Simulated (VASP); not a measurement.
A run of VASP 6.6.1 is set up as follows.

File POSCAR:

```
Pb
1.0
    0.0000000000      2.4244952108      2.4244952108
    2.4244952108      0.0000000000      2.4244952108
    2.4244952108      2.4244952108      0.0000000000
Pb
1
Direct
    0.0000000000      0.0000000000      0.0000000000
```

Contents of INCAR.step1:

```
ALGO = Normal ; EDIFF = 1E-4
ENCUT = 520 ; GGA = PE
GGA_COMPAT = False ; ISMEAR = -1
LASPH = True ; LCHARG = False
LREAL = False ; LSORBIT = True
LWAVE = True ; MAGMOM = 0 0 0
NBANDS = 25 ; NELM = 150
PREC = Accurate ; SIGMA = 0.05
```

INCAR.step2

```
ALGO = Normal ; EDIFF = 1E-6
ENCUT = 520 ; GGA_COMPAT = False
ISIF = 2 ; ISMEAR = -1
ISTART = 1 ; LASPH = True
LCHARG = True ; LMIXTAU = True
LORBIT = 11 ; LORBMOM = True
LREAL = False ; LSORBIT = True
LVHAR = True ; LWAVE = False
MAGMOM = 0 0 0 ; METAGGA = R2SCAN
NBANDS = 25 ; NELM = 150
PREC = Accurate ; SIGMA = 0.05
```

KPOINTS

```
k-points
0
Gamma
  9 9 9
```

Potentials or basis: VASP PAW PBE potentials, release 64 (Pb_d).

Command:

```bash
$ cat potpaw_PBE.64/Pb_d/POTCAR > POTCAR
$ cp INCAR.step1 INCAR
$ mpirun -np 1 vasp_ncl > vasp.out
$ cp INCAR.step2 INCAR
$ mpirun -np 1 vasp_ncl > vasp.out
```

Estimate the pressure.

4.7 GPa.

Predict the net moment.

0.00 μB per cell.

Moments on the atoms (μB; x, y, z):
```
Pb  0.00 0.00 0.00
```

Caveat: the cell stands under pressure; the PAW data sets were made with another functional, which shifts forces and pressure a little.
